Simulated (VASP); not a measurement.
A run of VASP 6.6.1 is set up as follows.

INCAR

```
SYSTEM = AgI
PREC = Accurate ; ENCUT = 500
EDIFF = 1E-6 ; ISMEAR = 0
SIGMA = 0.01 ; LREAL = .FALSE.
LASPH = .TRUE. ; NELM = 120
ALGO = Normal ; ISIF = 2
LWAVE = .FALSE. ; LCHARG = .FALSE.
GGA = PE ; NBANDS = 16
GGA_COMPAT = .FALSE.
```

Contents of KPOINTS:

```
Automatic mesh
0
G
  6 6 6
  0 0 0
```

Contents of POSCAR:

```
AgI
1.0
    0.0000000000      3.2885749494      3.2885749494
    3.2885749494      0.0000000000      3.2885749494
    3.2885749494      3.2885749494      0.0000000000
Ag I
1 1
Direct
    0.0000000000      0.0000000000      0.0000000000
    0.2500000000      0.2500000000      0.2500000000
```

Potentials or basis: VASP PAW PBE potentials, release 64 (Ag, I).

Run with:

```sh
$ cat potpaw_PBE.64/Ag/POTCAR potpaw_PBE.64/I/POTCAR > POTCAR
$ mpirun -np 1 vasp_std > vasp.out
```

Question: Estimate the pressure.

Answer: 0.6 GPa.

Question: Estimate the band gap on the k mesh.

Answer: 1.34 eV, direct.

Caveat: spin-orbit coupling is left out, which moves the levels of the heavy elements.
